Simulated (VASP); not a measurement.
Here is a VASP 6.6.1 calculation.

The input INCAR:

```
SYSTEM = ZnSe
PREC = Accurate ; ENCUT = 520
EDIFF = 1E-6 ; ISMEAR = -1
SIGMA = 0.03 ; LREAL = .False.
LASPH = .True. ; NELM = 80
ALGO = Normal ; ISIF = 2
LWAVE = .False. ; LCHARG = .False.
GGA = PS ; NBANDS = 46
```

Contents of KPOINTS:

```
Automatic mesh
0
Gamma
  4 4 4
  0 0 0
```

File POSCAR:

```
ZnSe
1.0
    5.6330808547      0.0000000000      0.0000000000
    0.0000000000      5.6330808547      0.0000000000
    0.0000000000      0.0000000000      5.6330808547
Zn Se
4 4
Direct
    0.9999992702      0.5000007298      0.4999992702
    0.5000007298      0.4999992702      0.9999992702
    0.4999992702      0.9999992702      0.5000007298
    0.0000007298      0.0000007298      0.0000007298
    0.2499990175      0.2500009825      0.7499990175
    0.2500009825      0.7499990175      0.2499990175
    0.7499990175      0.2499990175      0.2500009825
    0.7500009825      0.7500009825      0.7500009825
```

Potentials or basis: VASP PAW PBE potentials, release 64 (Zn, Se).

Launch:

```sh
$ cat potpaw_PBE.64/Zn/POTCAR potpaw_PBE.64/Se/POTCAR > POTCAR
$ mpirun -np 1 vasp_std > vasp.out
```

Task: Estimate the band gap on the k mesh.

Result: 1.24 eV.

Task: Estimate the pressure.

Result: 0.3 GPa.

Caveat: the PAW data sets were made with another functional, which shifts forces and pressure a little. As with any semilocal functional, this PBEsol gap is likely too small.
